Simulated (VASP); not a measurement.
CdP:

```
Cd P
1.0
     3.20802    0.00000    0.00000
    -1.60401    2.77823    0.00000
     0.00000    0.00000    4.81030
Cd P
1 1
Cartesian
  1.6040 0.9261 0.0000
  0.0000 0.0000 2.4051
```

| Quantity | Value |
| --- | --- |
| Program | VASP 6.6.1 |
| Task | relaxation of cell and atoms |
| Functional | PBE |
| Potentials or basis | VASP PAW PBE potentials, release 64 (Cd, P) |
| Cutoff | 600 eV |
| k mesh | 6 × 6 × 4 |
| Occupations | gaussian, width 0.1 eV |
| Spin | no spin polarisation |

At the start: pressure -4.9 GPa; volume 21.44 Å³/atom.

**Question.** Where does the relaxation end?

**Answer.** Over 8 steps the energy falls by 42.9 meV/atom and the volume is 19.33 Å³/atom (-9.8 %); space group P-6m2 (No. 187, to 0.1 Å) before and after.

Step by step:
| step | energy change (eV) | largest force (eV/Å) | pressure (GPa) | volume (Å³) |
| --- | --- | --- | --- | --- |
| 1 | 0.0000 | 0.0000 | -4.92 | 42.87 |
| 2 | -0.0593 | 0.0000 | 0.75 | 38.91 |
| 3 | -0.0601 | 0.0000 | 0.09 | 39.28 |
| 4 | -0.0696 | 0.0000 | 0.07 | 39.06 |
| 5 | -0.0853 | 0.0000 | 0.59 | 38.34 |
| 6 | -0.0854 | 0.0000 | 0.54 | 38.38 |
| 7 | -0.0854 | 0.0000 | -0.51 | 38.92 |
| 8 | -0.0859 | 0.0000 | -0.04 | 38.66 |

Final structure:
```xyz
2
Lattice="3.0261 0.0000 0.0000 -1.5130 2.6207 0.0000 0.0000 0.0000 4.8750" Properties=species:S:1:pos:R:3 pbc="T T T"
Cd    1.5130    0.8736    0.0000
P     0.0000    0.0000    2.4375
```

Caveat: the k points lie up to 0.40 Å⁻¹ apart in the final cell, too coarse for converged energies and pressures of a metal.
